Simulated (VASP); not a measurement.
# Si62P (a cell with a defect) in VASP: further runs, part 2 of 3

VASP 6.6.1. Earlier steps stand in the parts before.

**3. Single point, LDA, collinear spin**

Contents of INCAR:

```
SYSTEM = Si62P
ALGO = Normal ; EDIFF = 1E-7
ENCUT = 520 ; GGA = CA
ISIF = 2 ; ISMEAR = 0
ISPIN = 2 ; LASPH = .TRUE.
LCHARG = .TRUE. ; LELF = .TRUE.
LORBIT = 11 ; LREAL = Auto
LUSENCCL = .FALSE. ; LVHAR = .TRUE.
LWAVE = .FALSE. ; MAGMOM = 0 0 0 0 0 0 0 0 0 0 0 0 0 0 0 0 0 0 0 0 0 0 0 0 0 0 0 0 0 0 0 0 0 0.11 0 0 0 0 0 0 0 0 0 0 0 0 0 0 0 0 0 0 0 0 0 0 0 0 0 0 0 0 0
NBANDS = 168 ; NELM = 150
PREC = Accurate ; SIGMA = 0.02
```

Contents of KPOINTS:

```
k-points
0
G
  1 1 1
  0 0 0
```

Contents of POSCAR:

```
Si62P
1.0
   10.8600000000      0.0000000000      0.0000000000
    0.0000000000     10.8600000000      0.0000000000
    0.0000000000      0.0000000000     10.8600000000
Si P
62 1
Direct
    0.4990965009      0.0083838858     -0.0005534070
    0.7425094843      0.2480877532      0.0016696133
    0.8718448435      0.3719324125      0.1258926335
    0.8751056169      0.0979854512      0.3545646409
   -0.0028043278      0.0020524862      0.0058907919
    0.1287198895      0.1275348066      0.1221577348
    0.2522672192      0.2531627993     -0.0034085635
    0.3739473297      0.3796247698      0.1228612339
    0.5008682320      0.5038151013     -0.0010393186
    0.6272970534      0.6283452118      0.1252527624
    0.7541550645      0.7636294659      0.0143625230
    0.8752621547      0.8950864641      0.1516336096
    0.2495835175     -0.0000761510      0.2498320442
    0.3768411602      0.1249019337      0.3708542357
    0.4992267035      0.2502908840      0.2413507366
    0.6279055249      0.3688454880      0.3706554328
    0.7500828729      0.5004039595      0.2498184162
    0.8766697053      0.6237463168      0.3750503683
    0.4987922652      0.0004767956      0.4995702578
    0.6272806630      0.1243833333      0.6213930939
    0.7541378453      0.2353588398      0.4861996317
    0.8732499079      0.3692129834      0.6210039595
    0.7500916206     -0.0001113260      0.7493496317
    0.8718348066      0.1238801105      0.8777695212
   -0.0027712707      0.4993471455      0.0009677716
    0.1231267956      0.6259614180      0.1249105893
    0.2512351750      0.7509911602      0.0011416206
    0.3767996317      0.8788601289      0.1248765193
   -0.0028030387      0.2437320442      0.2476745856
    0.1218169429      0.3704027624      0.3758848987
    0.2456678637      0.4988107735      0.2502764273
    0.3763992634      0.6209575506      0.3747421731
    0.4988378453      0.7501395948      0.2492255064
    0.6174785451      0.8633988950      0.3863252302
    0.0012507366     -0.0043003683      0.4969180479
    0.1231490792      0.1247877532      0.6237902394
    0.2512315838      0.2485500921      0.4987259669
    0.3751571823      0.3755857274      0.6233115101
    0.5032214549      0.4963569982      0.4975802947
    0.6248898711      0.6238279926      0.6258825967
    0.7532095764      0.7472593923      0.5024523020
    0.8766779006      0.8746420810      0.6259810313
    0.2456490792     -0.0006121547      0.7509422652
    0.3739132597      0.1269111418      0.8700952118
    0.5008947514      0.2507443831      0.7459110497
    0.6227845304      0.3748617864      0.8748711786
    0.7486186004      0.4991098527      0.7506348066
    0.8732196133      0.6287409761      0.8804924494
    0.0013021179      0.7527728361      0.2540386740
    0.1318249540      0.8708757827      0.3788562615
   -0.0007810313      0.4974437385      0.5005490792
    0.1247421731      0.6240585635      0.6255823204
    0.2560071823      0.7463825046      0.5033579190
    0.3764214549      0.8749741252      0.6288031308
   -0.0027269797      0.2487670350      0.7504050645
    0.1231957643      0.3755166667      0.8742494475
    0.2495389503      0.5000315838      0.7497174033
    0.3751919890      0.6264635359      0.8741183241
    0.5032625230      0.7521721915      0.7533706262
    0.6278670350      0.8791273481      0.8809057090
   -0.0007740331      0.7491009208      0.7522163904
    0.1217976059      0.8737669429      0.8792812155
    0.6222769797      0.1250999079      0.1245854512
```

Potentials or basis: VASP PAW LDA potentials, release 64 (Si, P).

Run with:

```bash
> cat potpaw_LDA.64/Si/POTCAR potpaw_LDA.64/P/POTCAR > POTCAR
> mpirun -np 1 vasp_gam > vasp.out
```

Run time: 84 s. Hardware: 1 × NVIDIA H100 80GB with 1 thread of AMD EPYC 7R13 (Zen 3), shared host; peak memory 1.9 GiB.

The run converged. Its results:

* Free energy: -366.1979 eV
* Pressure: -1.7 GPa
* Largest force: 0.019 eV/Å
* Net moment: 1.00 μB per cell
* Site moments: Si +0.00, +0.01, -0.00, +0.11 (each value once); P +0.01 μB
* Valence electrons inside the program's atomic spheres: Si 1.68, 1.71, 1.62, 1.70, 1.67, 1.69, 1.72 (each value once); P 2.52

Forces in eV/Å, atoms in the order of the input:
```
Si   0.012  0.008  0.013
Si  -0.006 -0.012  0.010
Si   0.002  0.003 -0.001
Si  -0.006 -0.007  0.000
Si   0.003  0.002 -0.003
Si   0.002 -0.003  0.001
Si   0.004  0.001 -0.001
Si   0.003 -0.001 -0.003
Si   0.003  0.004 -0.001
Si   0.000 -0.001  0.002
Si   0.001  0.001 -0.004
Si  -0.012  0.006  0.010
Si  -0.003 -0.001 -0.002
Si   0.001 -0.002  0.002
Si   0.006 -0.012 -0.009
Si  -0.003 -0.002  0.004
Si   0.000  0.002  0.001
Si   0.001 -0.002  0.001
Si   0.000  0.001  0.001
Si   0.000  0.002  0.003
Si   0.003  0.003 -0.008
Si   0.001  0.001  0.005
Si   0.001 -0.004 -0.003
Si   0.002  0.001 -0.002
Si  -0.004 -0.006  0.000
Si  -0.002  0.001 -0.002
Si   0.003  0.002  0.000
Si   0.000 -0.004  0.000
Si  -0.003  0.005 -0.002
Si  -0.002 -0.003 -0.002
Si  -0.001 -0.003  0.001
Si   0.002  0.001 -0.001
Si  -0.003 -0.001  0.001
Si   0.004  0.006 -0.006
Si   0.001 -0.002  0.002
Si  -0.005 -0.002 -0.004
Si   0.005  0.003 -0.001
Si  -0.002 -0.002 -0.003
Si   0.000 -0.003 -0.004
Si  -0.002  0.001 -0.001
Si   0.004  0.002 -0.002
Si   0.000  0.000  0.001
Si   0.002  0.003  0.001
Si   0.000  0.001  0.001
Si   0.002  0.001 -0.005
Si  -0.004 -0.003  0.001
Si   0.007 -0.002  0.000
Si   0.002 -0.002  0.001
Si   0.001  0.001  0.004
Si   0.004  0.002  0.002
Si  -0.003  0.001  0.000
Si  -0.004  0.000  0.002
Si   0.004  0.000  0.000
Si   0.000  0.001 -0.005
Si  -0.003  0.001  0.003
Si  -0.001 -0.003  0.002
Si   0.000 -0.002  0.000
Si  -0.004  0.000  0.001
Si   0.003  0.003  0.003
Si  -0.004 -0.004  0.003
Si   0.000  0.001 -0.001
Si  -0.003  0.004  0.001
P   -0.009  0.008 -0.008
```

Stress tensor (GPa, compression positive):
```
-1.17 -0.42  0.42
-0.42 -1.96 -1.14
 0.42 -1.14 -1.96
```

Levels at points of the mesh, in eV from the Fermi level:
Spin up:
```
           k point  band 123  band 124  band 125  band 126  band 127  band 128  band 129  band 130  band 131  band 132
(0.00, 0.00, 0.00)     -1.16     -0.76     -0.72     -0.34     -0.05      0.12      0.16      0.16      0.19      0.19
```
Spin down:
| k point | band 124 | band 125 | band 126 | band 127 | band 128 | band 129 |
| --- | --- | --- | --- | --- | --- | --- |
| (0.00, 0.00, 0.00) | -0.71 | -0.71 | -0.33 | 0.05 | 0.14 | 0.17 |

Caveat: the k points lie up to 0.58 Å⁻¹ apart.

**4. Single point, LDA, collinear spin**

Contents of INCAR:

```
  PREC = Accurate
  ENCUT = 520
  EDIFF = 1E-6
  ISMEAR = 0
  SIGMA = 0.02
  LREAL = Auto
  LASPH = T
  NELM = 150
  ALGO = Normal
  ISIF = 2
  LWAVE = F
  LCHARG = T
  ISPIN = 2
  MAGMOM = 0 0 0 0 0 0 0 0 0 0 0 0 0 0 0 0 0 0 0 0 0 0 0 0 0 0 0 0 0 0 0 0 0 0.11 0 0 0 0 0 0 0 0 0 0 0 0 0 0 0 0 0 0 0 0 0 0 0 0 0 0 0 0 0
  LORBIT = 11
  GGA = CA
  LELF = T
  LVHAR = T
  NBANDS = 168
  LUSENCCL = F
```

Contents of KPOINTS:

```
Automatic mesh
0
Gamma
  1 1 1
```

Contents of POSCAR:

```
Si62P
1.0
   10.8600000000      0.0000000000      0.0000000000
    0.0000000000     10.8600000000      0.0000000000
    0.0000000000      0.0000000000     10.8600000000
Si P
62 1
Direct
    0.5051183241      0.0029046961      0.0109483425
    0.7416581952      0.2443094843      0.0055702578
    0.8709373849      0.3719698895      0.1244741252
    0.8790970534      0.1244066298      0.3778902394
   -0.0006801105      0.0009664825      0.0012081952
    0.1258674033      0.1250198895      0.1250574586
    0.2515105893      0.2498310313      0.0003887661
    0.3826936464      0.3667813996      0.1261546961
    0.5008146409      0.4984683241      0.0009779006
    0.6243261510      0.6248601289      0.1265896869
    0.7497942910      0.7514873849      0.0037640884
    0.8862644567      0.8665150092      0.1237690608
    0.2490864641     -0.0010487109      0.2508775322
    0.3715425414      0.1247004604      0.3774235727
    0.5054858195      0.2382011050      0.2501299263
    0.6251731123      0.3719933702      0.3739279006
    0.7495831492      0.4992447514      0.2502966851
    0.8719889503      0.6274753223      0.3742389503
    0.4965682320      0.0006268877      0.5013494475
    0.6238569061      0.1242976059      0.6257767035
    0.7491709945      0.2464693370      0.4982540516
    0.8775299263      0.3723563536      0.6244437385
    0.7498372007     -0.0001684162      0.7503204420
    0.8709929098      0.1247941989      0.8786910681
   -0.0010356354      0.4982844383      0.0009068140
    0.1302623389      0.6197654696      0.1241279006
    0.2478974217      0.7505362799     -0.0031244015
    0.3729247698      0.8742381215      0.1249150092
   -0.0027863720      0.2474322284      0.2475250460
    0.1217989871      0.3764393186      0.3735998158
    0.2557165746      0.4941922652      0.2486894107
    0.3755310313      0.6227783610      0.3773822284
    0.4977928177      0.7505949355      0.2490181400
    0.6193309392      0.8880152855      0.3638606814
    0.0011327808     -0.0000402394      0.5009019337
    0.1274947514      0.1249557090      0.6278489871
    0.2464974217      0.2533077348      0.4997069061
    0.3747716390      0.3745874770      0.6260191529
    0.5013295580      0.4992063536      0.5009551565
    0.6282289134      0.6297172192      0.6207538674
    0.7448043278      0.7611213628      0.4885569061
    0.8720892265      0.8755042357      0.6219192449
    0.2542486188     -0.0000988029      0.7526622468
    0.3802753223      0.1247963168      0.8806590239
    0.5000529466      0.2500416206      0.7508976059
    0.6257154696      0.3759392265      0.8739801105
    0.7518654696      0.5021463168      0.7466915285
    0.8762204420      0.6262411602      0.8764746777
    0.0050640884      0.7446638122      0.2501779926
    0.1254072744      0.8736817680      0.3759798343
   -0.0027840700      0.5017497238      0.4990516575
    0.1242604052      0.6245304788      0.6254032228
    0.2502785451      0.7491819521      0.5009583794
    0.3766090239      0.8707720994      0.6286425414
   -0.0005636280      0.2479260589      0.7524772560
    0.1254115101      0.3743518416      0.8760192449
    0.2496664825      0.4999498158      0.7503593923
    0.3755627072      0.6236902394      0.8764069982
    0.5030796501      0.7488777164      0.7530608656
    0.6261581952      0.8777593002      0.8797348066
   -0.0026813996      0.7507262431      0.7475245856
    0.1225737569      0.8757510129      0.8726916206
    0.6374050645      0.1039037753      0.1471476980
```

Potentials or basis: VASP PAW LDA potentials, release 64 (Si, P).

Run with:

```bash
> cat potpaw_LDA.64/Si/POTCAR potpaw_LDA.64/P/POTCAR > POTCAR
> mpirun -np 1 vasp_gam > vasp.out
```

OUTCAR:

```text
PREC = Accurate
   ENCUT = 520
   EDIFF = 1E-6
   ISMEAR = 0
   LREAL = Auto
   LASPH = T
   NELM = 150
   ISIF = 2
   ISPIN = 2
   LORBIT = 11
   GGA = CA

 ion  position               nearest neighbor table
   1  0.505  0.003  0.011-  63 2.34  28 2.35  44 2.36  60 2.37
   2  0.742  0.244  0.006-  24 2.36   3 2.36  46 2.38  63 2.44
   3  0.871  0.372  0.124-  29 2.34  17 2.35   2 2.36  25 2.37
   4  0.879  0.124  0.378-  35 2.32  29 2.33  21 2.34
   5  0.999  0.001  0.001-  12 2.33   6 2.35  24 2.35  62 2.36
   6  0.126  0.125  0.125-  29 2.34   5 2.35   7 2.35  13 2.35
   7  0.252  0.250  0.000-  44 2.34   8 2.35  56 2.35   6 2.35
   8  0.383  0.367  0.126-   7 2.35   9 2.35  15 2.35  31 2.36
   9  0.501  0.498  0.001-  46 2.35  58 2.35   8 2.35  10 2.35
  10  0.624  0.625  0.127-  17 2.35  33 2.35  11 2.35   9 2.35
  11  0.750  0.751  0.004-  12 2.34  60 2.34  10 2.35  48 2.38
  12  0.886  0.867  0.124-  49 2.30   5 2.33  11 2.34
  13  0.249  0.999  0.251-  50 2.35  28 2.35  14 2.35   6 2.35
  14  0.372  0.125  0.377-  19 2.34  13 2.35  15 2.36  37 2.36
  15  0.505  0.238  0.250-  63 2.33   8 2.35  14 2.36  16 2.37
  16  0.625  0.372  0.374-  21 2.34  17 2.35  15 2.37  39 2.37
  17  0.750  0.499  0.250-   3 2.35  10 2.35  18 2.35  16 2.35
[... 43 lines left out ...]
  61  0.997  0.751  0.748-  48 2.35  52 2.35  62 2.35  42 2.36
  62  0.123  0.876  0.873-  27 2.35  61 2.35  43 2.36   5 2.36
  63  0.637  0.104  0.147-  15 2.33   1 2.34   2 2.44

  LATTYP: Found a simple cubic cell.
 ALAT       =    10.8600000000

  Lattice vectors:

 A1 = (  10.8600000000,   0.0000000000,   0.0000000000)
 A2 = (   0.0000000000,  10.8600000000,   0.0000000000)
 A3 = (   0.0000000000,   0.0000000000,  10.8600000000)

Analysis of symmetry for initial positions (statically):
=====================================================================
 Subroutine PRICEL returns:
 Original cell was already a primitive cell.

 Routine SETGRP: Setting up the symmetry group for a
 simple cubic supercell.
[... 296 lines left out ...]
      6      -5.2074      1.00000
[... 130 lines left out ...]
    137       6.6971      0.00000
    138       6.7760      0.00000
 Fermi energy:         6.1379179938

 spin component 2

 k-point     1 :       0.0000    0.0000    0.0000
  band No.  band energies     occupation
      1      -6.3432      1.00000
      2      -5.6976      1.00000
      3      -5.2208      1.00000
      4      -5.2082      1.00000
      5      -5.2061      1.00000
      6      -5.1947      1.00000
[... 130 lines left out ...]
    137       6.7077      0.00000
    138       6.7896      0.00000
 [bands above 138 left out]

------------------------ aborting loop because EDIFF is reached ----------------------------------------

  FORCE on cell =-STRESS in cart. coord.  units (eV):
  Direction    XX          YY          ZZ          XY          YZ          ZX
  --------------------------------------------------------------------------------------
  -------------------------------------------------------------------------------------
  Total       -9.9930881    -13.7137982    -14.2202520     -4.4992852     -2.5640264      1.9816163
  in kB      -12.5003111    -17.1545315    -17.7880523     -5.6281367     -3.2073296      2.4787954
  external PRESSURE =     -15.8142983 kB  Pullay stress =       0.0000000 kB

 VOLUME and BASIS-vectors are now :
 -----------------------------------------------------------------------------
  energy-cutoff  :      520.00
  volume of cell :     1280.82
      direct lattice vectors                 reciprocal lattice vectors
    10.860000000  0.000000000  0.000000000     0.092081031  0.000000000  0.000000000
     0.000000000 10.860000000  0.000000000     0.000000000  0.092081031  0.000000000
     0.000000000  0.000000000 10.860000000     0.000000000  0.000000000  0.092081031

 POSITION                                       TOTAL-FORCE (eV/Angst)
 -----------------------------------------------------------------------------------
      5.48558      0.03154      0.11890        -0.046544      0.056994     -0.101528
      8.05441      2.65320      0.06049        -0.081391     -0.101895      0.114882
      9.45838      4.03959      1.35179        -0.008483     -0.013303      0.018519
      9.54699      1.35106      4.10389         0.050991     -0.004284      0.076434
     10.85261      0.01050      0.01312        -0.004598      0.013496      0.009949
      1.36692      1.35772      1.35812         0.008585     -0.001584     -0.001874
[... 55 lines left out ...]
      1.33115      9.51066      9.47743         0.011156     -0.018524      0.016955
      6.92222      1.12839      1.59802        -0.002094      0.545410     -0.600473
 -----------------------------------------------------------------------------------
    total drift:                               -0.021166     -0.002507      0.017370

  FREE ENERGIE OF THE ION-ELECTRON SYSTEM (eV)
  ---------------------------------------------------
  free  energy   TOTEN  =      -365.8978409267 eV

  energy  without entropy=     -365.8936309724  energy(sigma->0) =     -365.89573595

 total charge

# of ion       s       p       d       tot
------------------------------------------
    1        0.745   0.927   0.000   1.672
    2        0.750   0.906   0.000   1.656
    3        0.746   0.961   0.000   1.707
    4        0.783   0.879   0.000   1.662
    5        0.747   0.960   0.000   1.708
    6        0.747   0.965   0.000   1.711
[... 55 lines left out ...]
   62        0.751   0.949   0.000   1.700
   63        1.098   1.375   0.000   2.473
--------------------------------------------------
tot         47.550  60.379   0.000 107.929

 magnetization (x)

# of ion       s       p       d       tot
------------------------------------------
    1        0.000   0.001   0.000   0.001
    2        0.001   0.010   0.000   0.011
    3        0.001   0.002   0.000   0.003
    4        0.001   0.006   0.000   0.007
    5        0.001   0.009   0.000   0.010
    6        0.001   0.001   0.000   0.002
[... 55 lines left out ...]
   62        0.000   0.004   0.000   0.004
   63        0.003   0.001   0.000   0.004
--------------------------------------------------
tot          0.071   0.245   0.000   0.316
```

stdout:

```text
Offloading initialized ...    1 GPUs detected
 POSCAR found type information on POSCAR SiP
 POSCAR found :  2 types and      63 ions
 scaLAPACK will be used selectively (only on CPU)
 LDA part: xc-table for (Slater(with rela. corr.)+CA(PZ))
 , standard interpolation
 POSCAR, INCAR and KPOINTS ok, starting setup
 FFT: planning ... GRIDC
 FFT: planning ... GRID_SOFT
 FFT: planning ... GRID
 WAVECAR not read
 entering main loop
```

It took 90 s on 1 × NVIDIA H100 80GB with 1 thread of AMD EPYC 7R13 (Zen 3), shared host; peak memory 1.9 GiB.

What came out:

| Property | Result |
| --- | --- |
| Free energy | -365.8978 eV |
| Pressure | -1.6 GPa |
| Largest force | 0.811 eV/Å |
| Net moment | 1.00 μB per cell |
| Site moments | Si +0.00, +0.01, +0.05, +0.08, -0.00 (each value once); P +0.00 μB |
| Valence electrons inside the program's atomic spheres | Si 1.67, 1.66, 1.71, 1.70, 1.65, 1.69 (each value once); P 2.47 |

Forces in eV/Å, atoms in the order of the input:
```
Si  -0.047  0.057 -0.102
Si  -0.081 -0.102  0.115
Si  -0.008 -0.013  0.019
Si   0.051 -0.004  0.076
Si  -0.005  0.013  0.010
Si   0.009 -0.002 -0.002
Si  -0.018  0.015 -0.014
Si  -0.079  0.078 -0.019
Si  -0.017  0.027 -0.001
Si   0.001 -0.003  0.003
Si   0.004  0.004  0.006
Si  -0.020 -0.016  0.004
Si  -0.013  0.000  0.000
Si   0.053 -0.019 -0.058
Si  -0.020  0.097 -0.111
Si   0.002 -0.010 -0.022
Si   0.005  0.001  0.005
Si   0.015 -0.034  0.016
Si   0.037 -0.003 -0.018
Si   0.000 -0.011  0.004
Si   0.004 -0.009  0.000
Si  -0.021 -0.004  0.004
Si  -0.004 -0.009  0.007
Si  -0.015 -0.012  0.017
Si  -0.012  0.003  0.009
Si  -0.021  0.021  0.013
Si   0.012  0.010  0.026
Si   0.022  0.022  0.014
Si   0.005 -0.009  0.002
Si   0.012 -0.026  0.015
Si  -0.050  0.033  0.019
Si   0.014 -0.005 -0.008
Si   0.029  0.008  0.009
Si   0.138 -0.187  0.173
Si   0.027 -0.025  0.039
Si   0.012 -0.007  0.008
Si   0.040 -0.029 -0.013
Si   0.005 -0.004 -0.005
Si   0.007 -0.011 -0.005
Si  -0.011 -0.074  0.065
Si   0.023 -0.119  0.118
Si   0.012 -0.017  0.037
Si  -0.024  0.000 -0.004
Si  -0.056 -0.002 -0.049
Si  -0.010 -0.005 -0.007
Si  -0.028 -0.051  0.055
Si   0.003 -0.052  0.056
Si  -0.002 -0.011  0.006
Si  -0.014  0.006  0.039
Si   0.020 -0.009  0.015
Si   0.011 -0.012  0.011
Si   0.009 -0.003 -0.001
Si   0.023 -0.005  0.003
Si   0.005  0.011 -0.008
Si  -0.015  0.000  0.009
Si  -0.011  0.001 -0.003
Si  -0.001 -0.007  0.006
Si  -0.008  0.006 -0.005
Si   0.001 -0.004  0.000
Si  -0.014 -0.009 -0.008
Si   0.007 -0.009  0.015
Si   0.011 -0.019  0.017
P   -0.002  0.545 -0.600
```

Stress tensor (GPa, compression positive):
```
-1.25 -0.56  0.25
-0.56 -1.72 -0.32
 0.25 -0.32 -1.78
```

Caveat: the k points lie up to 0.58 Å⁻¹ apart.

[end of part 2 of 3]
